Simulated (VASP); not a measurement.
Set up this calculation in VASP 6.6.1, as the native input.

```yaml
Task: relaxation of cell and atoms
Functional: PBEsol
Potentials_or_basis: VASP PAW PBE potentials, release 64 (Hf_pv)
Cutoff: 600 eV
k_mesh: 6 × 6 × 9
Occupations: fermi-dirac, width 0.05 eV
Spin: no spin polarisation
Target_pressure: 2 GPa
Dipole_correction: no
Further_INCAR_settings: ALGO = Normal; EDIFF = 1e-07; IBRION = 2; EDIFFG = -0.01; NSW = 60; ISIF = 3
```

The structure of Hf lies in POSCAR:

```
Hf
1.0
    4.9623295440      0.0000000000      0.0000000000
   -2.4811647720      4.2975034470      0.0000000000
    0.0000000000      0.0000000000      3.0862322500
Hf
3
Direct
    0.0000000000      0.0000000000      0.0000000000
    0.3333333333      0.6666666667      0.5000000000
    0.6666666667      0.3333333333      0.5000000000
```

These files were run (other wordings do the same):

INCAR

```
SYSTEM = Hf
PREC = Accurate
ENCUT = 600
EDIFF = 1E-7
ISMEAR = -1
SIGMA = 0.05
LREAL = .FALSE.
LASPH = .TRUE.
NELM = 100
ALGO = Normal
ISIF = 3
LWAVE = .FALSE.
LCHARG = .FALSE.
GGA = PS
IBRION = 2
NSW = 60
EDIFFG = -0.01
PSTRESS = 20.0
```

KPOINTS

```
regular mesh
0
G
  6 6 9
  0 0 0
```

Potentials or basis: VASP PAW PBE potentials, release 64 (Hf_pv).

The run is started by

```sh
$ cat potpaw_PBE.64/Hf_pv/POTCAR > POTCAR
$ mpirun -np 1 vasp_std > vasp.out
```

It gave:

```json
{
  "Relaxed volume": "20.97 Å³/atom",
  "Relaxed cell": "a = 4.881 Å, b = 4.881 Å, c = 3.049 Å, α = 90.00°, β = 90.00°, γ = 120.00°",
  "Space group after relaxing (to 0.05 Å)": "P6/mmm (No. 191)",
  "Energy change on relaxing (the enthalpy is what falls)": "-3.7 meV/atom",
  "Ionic steps": "5",
  "Pressure after relaxing": "2.0 GPa",
  "Band gap on the k mesh": "zero (band 15 reaches 5.33 eV, above the bottom of band 16 at 4.44 eV)"
}
```

Caveat: the cell is relaxed towards a set pressure, so the enthalpy falls and the energy may rise; the PAW data sets were made with another functional, which shifts forces and pressure a little; spin-orbit coupling is left out, which moves the levels of the heavy elements.

Wall time 78 s on 1 thread of Intel(R) Xeon(R) 6975P-C (Granite Rapids), with other jobs on the host, peak memory 0.23 GiB.
